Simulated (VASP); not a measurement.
# N (P2_13) in VASP: a series of runs

N is run at these levels: r2SCAN; tasks: single point.

Program: VASP 6.6.1. These are calculated values, not measurements. Logs are shortened: lines on timing, memory, paths and dates and some standing lists are left out, and cuts for length are marked.

## (1) The cell of the first run

It takes space group P2_13 (No. 198, cubic). The conventional cell has a = 5.560 Å, b = 5.560 Å, c = 5.560 Å, α = 90.00°, β = 90.00°, γ = 90.00°. N (site symmetry 3) has 12 N at 3.93 Å within 5.2 Å.

## (2) Single point, r2SCAN, collinear spin, ferromagnetic start

Contents of POSCAR:

```
N
1.0
    5.5595562580      0.0000000000      0.0000000000
    0.0000000000      5.5595562580      0.0000000000
    0.0000000000      0.0000000000      5.5595562580
N
4
Direct
    0.0003698838      0.0003698838      0.0003698838
    0.4996301162      0.9996301162      0.5003698838
    0.5003698838      0.4996301162      0.9996301162
    0.9996301162      0.5003698838      0.4996301162
```

Contents of INCAR.step1:

```
SYSTEM = N
  PREC = Accurate
  ENCUT = 520
  ISMEAR = 0
  SIGMA = 0.02
  LREAL = .False.
  LASPH = .True.
  NELM = 150
  ISPIN = 2
  MAGMOM = 3.21 3.21 3.21 3.21
  NBANDS = 22
  GGA = PE
  ALGO = Normal
  EDIFF = 1E-4
  LWAVE = .True.
  LCHARG = .False.
```

Contents of INCAR.step2:

```
SYSTEM = N
  PREC = Accurate
  ENCUT = 520
  EDIFF = 1E-6
  ISMEAR = 0
  SIGMA = 0.02
  LREAL = .False.
  LASPH = .True.
  NELM = 150
  ALGO = Normal
  ISIF = 2
  LWAVE = .False.
  LCHARG = .True.
  ISPIN = 2
  MAGMOM = 3.21 3.21 3.21 3.21
  LORBIT = 11
  METAGGA = R2SCAN
  LMIXTAU = .True.
  LELF = .True.
  LVHAR = .True.
  NBANDS = 22
  ISTART = 1
```

Contents of KPOINTS:

```
regular mesh
0
Gamma
  4 4 4
  0 0 0
```

Potentials or basis: VASP PAW PBE potentials, release 64 (N).

The run is started by

```bash
cat potpaw_PBE.64/N/POTCAR > POTCAR
cp INCAR.step1 INCAR
mpirun -np 1 vasp_std > vasp.out
cp INCAR.step2 INCAR
mpirun -np 1 vasp_std > vasp.out
```

OUTCAR:

```text
SYSTEM = N
   PREC = Accurate
   ENCUT = 520
   EDIFF = 1E-6
   ISMEAR = 0
   LREAL = .False.
   LASPH = .True.
   NELM = 150
   ISIF = 2
   ISPIN = 2
   LORBIT = 11
   METAGGA = R2SCAN
   ISTART = 1

 ion  position               nearest neighbor table
   1  0.000  0.000  0.000-
   2  0.500  1.000  0.500-
   3  0.500  0.500  1.000-
   4  1.000  0.500  0.500-

  LATTYP: Found a simple cubic cell.
 ALAT       =     5.5595562580

  Lattice vectors:

 A1 = (   5.5595562580,   0.0000000000,   0.0000000000)
 A2 = (   0.0000000000,   5.5595562580,   0.0000000000)
 A3 = (   0.0000000000,   0.0000000000,   5.5595562580)

Analysis of symmetry for initial positions (statically):
=====================================================================
 Subroutine PRICEL returns:
 Original cell was already a primitive cell.

 Routine SETGRP: Setting up the symmetry group for a
 simple cubic supercell.

 Subroutine GETGRP returns: Found 12 space group operations
 (whereof  3 operations were pure point group operations)
 out of a pool of 48 trial point group operations.

The static configuration has the point symmetry C_3 .
 The point group associated with its full space group is T   .

Analysis of symmetry for dynamics (positions and initial velocities):
=====================================================================
 Subroutine PRICEL returns:
 Original cell was already a primitive cell.

 Routine SETGRP: Setting up the symmetry group for a
 simple cubic supercell.

 Subroutine GETGRP returns: Found 12 space group operations
 (whereof  3 operations were pure point group operations)
 out of a pool of 48 trial point group operations.

The dynamic configuration has the point symmetry C_3 .
 The point group associated with its full space group is T   .

Analysis of structural, dynamic, and magnetic symmetry:
=====================================================================
 Subroutine PRICEL returns:
 Original cell was already a primitive cell.

 Routine SETGRP: Setting up the symmetry group for a
 simple cubic supercell.

 Subroutine GETGRP returns: Found 12 space group operations
 (whereof  3 operations were pure point group operations)
 out of a pool of 48 trial point group operations.

The overall configuration has the point symmetry C_3 .
 The point group associated with its full space group is T   .

 Subroutine INISYM returns: Found 12 space group operations
 (whereof  3 operations are pure point group operations),
 and found     1 'primitive' translations

----------------------------------------------------------------------------------------

                                     Primitive cell

  volume of cell :     171.8385

  direct lattice vectors                    reciprocal lattice vectors
     5.559556258  0.000000000  0.000000000     0.179870471  0.000000000  0.000000000
     0.000000000  5.559556258  0.000000000     0.000000000  0.179870471  0.000000000
     0.000000000  0.000000000  5.559556258     0.000000000  0.000000000  0.179870471

  length of vectors
     5.559556258  5.559556258  5.559556258     0.179870471  0.179870471  0.179870471

  position of ions in fractional coordinates (direct lattice)
     0.000369884  0.000369884  0.000369884
     0.499630116  0.999630116  0.500369884
     0.500369884  0.499630116  0.999630116
     0.999630116  0.500369884  0.499630116

  ion indices of the primitive-cell ions
   primitive index   ion index
                 1           1
                 2           2
                 3           3
                 4           4

----------------------------------------------------------------------------------------

 KPOINTS: regular mesh

Automatic generation of k-mesh.
 Grid dimensions read from file:
 generate k-points for:    4    4    4

 Generating k-lattice:

  Cartesian coordinates                     Fractional coordinates (reciprocal lattice)
     0.044967618  0.000000000  0.000000000     0.250000000  0.000000000  0.000000000
     0.000000000  0.044967618  0.000000000     0.000000000  0.250000000  0.000000000
     0.000000000  0.000000000  0.044967618     0.000000000  0.000000000  0.250000000

  Length of vectors
     0.044967618  0.044967618  0.044967618

  Shift w.r.t. Gamma in fractional coordinates (k-lattice)
     0.000000000  0.000000000  0.000000000

 Subroutine IBZKPT returns following result:
 ===========================================

 Found     11 irreducible k-points:

 Following reciprocal coordinates:
            Coordinates               Weight
  0.000000  0.000000  0.000000      1.000000
  0.250000  0.000000  0.000000      6.000000
  0.500000  0.000000  0.000000      3.000000
  0.250000  0.250000  0.000000     12.000000
  0.500000  0.250000  0.000000      6.000000
 -0.250000  0.500000  0.000000      6.000000
  0.500000  0.500000  0.000000      3.000000
  0.250000  0.250000  0.250000      8.000000
  0.500000  0.250000  0.250000     12.000000
  0.500000  0.500000  0.250000      6.000000
  0.500000  0.500000  0.500000      1.000000
   k-points           NKPTS =     11   k-points in BZ     NKDIM =     11   number of bands    NBANDS=     22
   number of dos      NEDOS =    301   number of ions     NIONS =      4
   total plane-waves  NPLWV =  74088
   dimension x,y,z NGX =    42 NGY =   42 NGZ =   42
   dimension x,y,z NGXF=    84 NGYF=   84 NGZF=   84
   ions per type =               4
   NGX,Y,Z   is equivalent  to a cutoff of  12.56, 12.56, 12.56 a.u.
   NGXF,Y,Z  is equivalent  to a cutoff of  25.12, 25.12, 25.12 a.u.
 SYSTEM =  N
   PREC   = accura    normal or accurate (medium, high low for compatibility)
   ISTART =      1    job   : 0-new  1-cont  2-samecut
   ICHARG =      0    charge: 1-file 2-atom 10-const
   ISPIN  =      2    spin polarized calculation?
   LNONCOLLINEAR =      F non collinear calculations
   LSORBIT =      F    spin-orbit coupling
   LASPH  =      T    aspherical Exc in radial PAW
   ENCUT  =  520.0 eV  38.22 Ry    6.18 a.u.  10.34 10.34 10.34*2*pi/ulx,y,z
   NELM   =    150;   NELMIN=  2; NELMDL=  0     # of ELM steps
   EDIFF  = 0.1E-05   stopping-criterion for ELM
   LREAL  =      F    real-space projection
[... 7 lines left out ...]
   TEBEG  =    0.0;   TEEND  =   0.0 temperature during run
   PSTRESS=    0.0 pullay stress
   NELECT =      20.0000    total number of electrons
   NUPDOWN=      -1.0000    fix difference up-down
   EMIN   =  10.00;   EMAX   =-10.00  energy-range for DOS
   EFERMI =   0.00;   METHOD = LEGACY
   ISMEAR =     0;   SIGMA  =   0.02  broadening in eV -4-tet -1-fermi 0-gaus
   EFERMI_NEDOS =   21; number of points for ismear=-14 and -15
   IALGO  =     38    algorithm
   IMIX   =      4    mixing-type and parameters
     AMIX     =   0.40;   BMIX     =  1.00
     AMIX_MAG =   1.60;   BMIX_MAG =  1.00
  volume/ion in A,a.u.               =      42.96       289.91
  Fermi-wavevector in a.u.,A,eV,Ry     =   0.799303  1.510463  8.692559  0.638885
  Thomas-Fermi vector in A             =   1.906380
   LORBIT       =     11    0 simple, 1 ext, 2 COOP (PROOUT), +10 PAW based schemes
   METAGGA = R2SCAN    functional components
   LHFCALC =     F    Hartree Fock is set to
   AEXX    =    0.0000 exact exchange contribution
   IVDW    =     0    specifies the selected vdW correction
   LEPSILON=     F    determine dielectric tensor
   LRPA    =     F    only Hartree local field effects (RPA)
 spin polarized calculation
 Gauss-broadening in eV      SIGMA  =   0.02
  energy-cutoff  :      520.00
  volume of cell :      171.84
 maximum number of plane-waves:      4680
 NGX is ok and might be reduce to    42
   NGX = 21   NGY = 21   NGZ = 21

 number of electron      19.9999994 magnetization      11.9999984

 Free energy of the ion-electron system (eV)
  ---------------------------------------------------
  ext. energy  EPLUGINS =         0.00000000
  ---------------------------------------------------
  free energy    TOTEN  =       -17.77292462 eV

  energy without entropy =      -17.77292462  energy(sigma->0) =      -17.77292462

 E-fermi :  -6.5682     XC(G=0):  -4.3545

 val. band max:       -6.7372991537   @ k =   0.0000   0.0000   0.0000
 cond. band min:      -2.1916517277   @ k =   0.5000   0.5000   0.5000
 fundamental gap:      4.5456474259
 Fermi energy:        -6.5682431784

 spin component 1

 k-point     1 :       0.0000    0.0000    0.0000
  band No.  band energies     occupation
      1     -19.6300      1.00000
      2     -19.4588      1.00000
      3     -19.4588      1.00000
      4     -19.4588      1.00000
      5      -7.3773      1.00000
      6      -7.3773      1.00000
[... 14 lines left out ...]
     21       6.3656      0.00000
     22       6.3656      0.00000
[... 226 lines left out ...]
 k-point    11 :       0.5000    0.5000    0.5000
  band No.  band energies     occupation
      1     -19.4999      1.00000
      2     -19.4999      1.00000
      3     -19.4999      1.00000
      4     -19.4999      1.00000
      5      -7.4492      1.00000
      6      -7.4492      1.00000
[... 14 lines left out ...]
     21       4.9865      0.00000
     22       4.9865      0.00000
 Fermi energy:        -6.5682431784

 spin component 2

 k-point     1 :       0.0000    0.0000    0.0000
  band No.  band energies     occupation
      1     -13.5869      1.00000
      2     -13.2580      1.00000
      3     -13.2580      1.00000
      4     -13.2580      1.00000
      5      -2.0056      0.00000
      6      -2.0056      0.00000
[... 14 lines left out ...]
     21       9.7681      0.00000
     22       9.7681      0.00000
[... 227 lines left out ...]
  band No.  band energies     occupation
      1     -13.3356      1.00000
      2     -13.3356      1.00000
      3     -13.3356      1.00000
      4     -13.3356      1.00000
      5      -2.1917      0.00000
      6      -2.1917      0.00000
[... 14 lines left out ...]
     21       8.2251      0.00000
     22       8.2251      0.00000

------------------------ aborting loop because EDIFF is reached ----------------------------------------

  FORCE on cell =-STRESS in cart. coord.  units (eV):
  Direction    XX          YY          ZZ          XY          YZ          ZX
  --------------------------------------------------------------------------------------
  -------------------------------------------------------------------------------------
  Total       -0.1311837     -0.1311837     -0.1311837      0.0000000     -0.0000000      0.0000000
  in kB       -1.2231227     -1.2231227     -1.2231227      0.0000000     -0.0000000      0.0000000
  external PRESSURE =      -1.2231227 kB  Pullay stress =       0.0000000 kB

 VOLUME and BASIS-vectors are now :
 -----------------------------------------------------------------------------
  energy-cutoff  :      520.00
  volume of cell :      171.84
      direct lattice vectors                 reciprocal lattice vectors
     5.559556258  0.000000000  0.000000000     0.179870471  0.000000000  0.000000000
     0.000000000  5.559556258  0.000000000     0.000000000  0.179870471  0.000000000
     0.000000000  0.000000000  5.559556258     0.000000000  0.000000000  0.179870471

 POSITION                                       TOTAL-FORCE (eV/Angst)
 -----------------------------------------------------------------------------------
      0.00206      0.00206      0.00206        -0.000116     -0.000116     -0.000116
      2.77772      5.55750      2.78183         0.000116      0.000116     -0.000116
      2.78183      2.77772      5.55750        -0.000116      0.000116      0.000116
      5.55750      2.78183      2.77772         0.000116     -0.000116      0.000116
 -----------------------------------------------------------------------------------
    total drift:                               -0.000000      0.000000      0.000000

  FREE ENERGIE OF THE ION-ELECTRON SYSTEM (eV)
  ---------------------------------------------------
  free  energy   TOTEN  =       -17.7729246203 eV

  energy  without entropy=      -17.7729246203  energy(sigma->0) =      -17.77292462

 total charge

# of ion       s       p       d       tot
------------------------------------------
    1        1.360   1.938   0.000   3.297
    2        1.360   1.938   0.000   3.297
    3        1.360   1.938   0.000   3.297
    4        1.360   1.938   0.000   3.297
--------------------------------------------------
tot          5.439   7.751   0.000  13.190

 magnetization (x)

# of ion       s       p       d       tot
------------------------------------------
    1        0.049   1.938   0.000   1.986
    2        0.049   1.938   0.000   1.986
    3        0.049   1.938   0.000   1.986
    4        0.049   1.938   0.000   1.986
--------------------------------------------------
tot          0.195   7.751   0.000   7.945
```

Wall time 6.9 min (1 thread of Oxide Virtual Turin-like, shared host); peak memory 0.32 GiB.

What came out:

- Free energy: -17.7729 eV
- Pressure: -0.1 GPa
- Band gap on the k mesh: 4.55 eV
- Net moment: 12.00 μB per cell
- Site moments: N +1.99 μB
- Valence electrons inside the program's atomic spheres: N 3.30

Caveat: the PAW data sets were made with another functional, which shifts forces and pressure a little.

## (3) Single point, r2SCAN, collinear spin, ferromagnetic start

POSCAR is that of step 2.

Contents of INCAR.step1:

```
SYSTEM = N
ALGO = Normal
EDIFF = 1E-4
ENCUT = 520
GGA = PE
ISMEAR = 0
ISPIN = 2
LASPH = .TRUE.
LCHARG = .FALSE.
LREAL = .FALSE.
LWAVE = .TRUE.
MAGMOM = 3.23 3.23 3.23 3.23
NBANDS = 22
NELM = 150
PREC = Accurate
SIGMA = 0.02
```

Contents of INCAR.step2:

```
SYSTEM = N
ALGO = Normal
EDIFF = 1E-6
ENCUT = 520
ISIF = 2
ISMEAR = 0
ISPIN = 2
ISTART = 1
LASPH = .TRUE.
LCHARG = .TRUE.
LELF = .TRUE.
LMIXTAU = .TRUE.
LORBIT = 11
LREAL = .FALSE.
LVHAR = .TRUE.
LWAVE = .FALSE.
MAGMOM = 3.23 3.23 3.23 3.23
METAGGA = R2SCAN
NBANDS = 22
NELM = 150
PREC = Accurate
SIGMA = 0.02
```

Contents of KPOINTS:

```
k-points
0
G
  4 4 4
  0 0 0
```

Potentials or basis: VASP PAW PBE potentials, release 64 (N).

The run is started by

```bash
cat potpaw_PBE.64/N/POTCAR > POTCAR
cp INCAR.step1 INCAR
mpirun -np 1 vasp_std > vasp.out
cp INCAR.step2 INCAR
mpirun -np 1 vasp_std > vasp.out
```

Wall time 8.1 min (1 thread of Oxide Virtual Turin-like, shared host); peak memory 0.33 GiB.

It converged, with:

```yaml
Free_energy: -17.7729 eV
Pressure: -0.1 GPa
Band_gap_on_the_k_mesh: 4.55 eV
Net_moment: 12.00 μB per cell
Site_moments: N +1.99 μB
Valence_electrons_inside_the_program's_atomic_spheres: N 3.30
```

Levels at points of the mesh, in eV from the valence-band top:
Spin up:
```tsv
k point	band 12	band 13	band 14	band 15	band 16	band 17	band 18	band 19	band 20	band 21
(0.00, 0.00, 0.00)	-0.22	-0.22	0.00	0.00	0.00	8.05	11.84	11.84	11.84	13.10
(0.50, 0.00, 0.00)	-0.24	-0.11	-0.11	-0.11	-0.11	9.49	9.49	12.46	12.46	13.50
(0.50, 0.50, 0.00)	-0.28	-0.08	-0.08	-0.08	-0.08	10.68	10.68	10.69	10.69	14.14
(0.50, 0.50, 0.50)	-0.07	-0.07	-0.07	-0.07	-0.07	11.67	11.67	11.67	11.67	11.72
```
Spin down:
| k point | band 2 | band 3 | band 4 | band 5 | band 6 | band 7 |
| --- | --- | --- | --- | --- | --- | --- |
| (0.00, 0.00, 0.00) | -6.52 | -6.52 | -6.52 | 4.73 | 4.73 | 4.73 |
| (0.50, 0.00, 0.00) | -6.69 | -6.52 | -6.52 | 5.14 | 5.14 | 5.14 |
| (0.50, 0.50, 0.00) | -6.60 | -6.60 | -6.60 | 4.93 | 4.93 | 4.93 |
| (0.50, 0.50, 0.50) | -6.60 | -6.60 | -6.60 | 4.55 | 4.55 | 4.55 |

Caveat: the PAW data sets were made with another functional, which shifts forces and pressure a little. A k mesh can miss the band edges.
